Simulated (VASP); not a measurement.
Write the native input for VASP 6.6.1 that does the following.

- Task: single point
- Functional: PBEsol
- Potentials or basis: VASP PAW PBE potentials, release 64 (Co)
- Cutoff: 520 eV
- k mesh: 21 × 21 × 12
- Occupations: gaussian, width 0.15 eV
- Spin: collinear spin, ferromagnetic start
- Starting moments: [1.79, 1.79] μB
- Dipole correction: no
- Further INCAR settings: ALGO = Fast; EDIFF = 1e-07; NBANDS = 20

The structure of Co lies in POSCAR:

```
Co
1.0
    2.5374000000      0.0000000000      0.0000000000
   -1.2687000000      2.1974528596      0.0000000000
    0.0000000000      0.0000000000      3.9673513066
Co
2
Direct
    0.3333333333      0.6666666667      0.2500000000
    0.6666666667      0.3333333333      0.7500000000
```

One way to write it, as run:

INCAR

```
PREC     = Accurate       # precision mode
ENCUT    = 520            # plane-wave cutoff, eV
EDIFF    = 1E-7           # SCF threshold, eV
ISMEAR   = 0              # smearing method
SIGMA    = 0.15           # smearing width, eV
LREAL    = False          # projectors in reciprocal space
LASPH    = True           # aspherical terms in the spheres
NELM     = 150            # most SCF steps
ALGO     = Fast           # electronic algorithm
ISIF     = 2              # what is computed and relaxed
LWAVE    = False          # write WAVECAR
LCHARG   = True           # write CHGCAR
ISPIN    = 2              # spin polarisation
MAGMOM   = 1.79 1.79      # initial moments
LORBIT   = 11             # projections on sites
LMAXMIX  = 4              # l up to which the mixer works
GGA      = PS             # functional
LELF     = True           # ELF
LVHAR    = True         
NBANDS   = 20             # bands
```

KPOINTS

```
Automatic mesh
0
Gamma
  21 21 12
```

Potentials or basis: VASP PAW PBE potentials, release 64 (Co).

Command:

```sh
$ cat potpaw_PBE.64/Co/POTCAR > POTCAR
$ mpirun -np 1 vasp_std > vasp.out
```

Results of the run:

The pressure is -13.7 GPa and the net moment is 3.23 μB per cell. The site moments are Co +1.63 μB. The valence electrons inside the program's atomic spheres are Co 8.24.

Caveat: the stress differs along the axes, from -17 to -8 GPa; the PAW data sets were made with another functional, which shifts forces and pressure a little.

Run time: 3.5 min on 1 thread of Oxide Virtual Turin-like Processor, with other jobs on the host, peak memory 0.27 GiB.
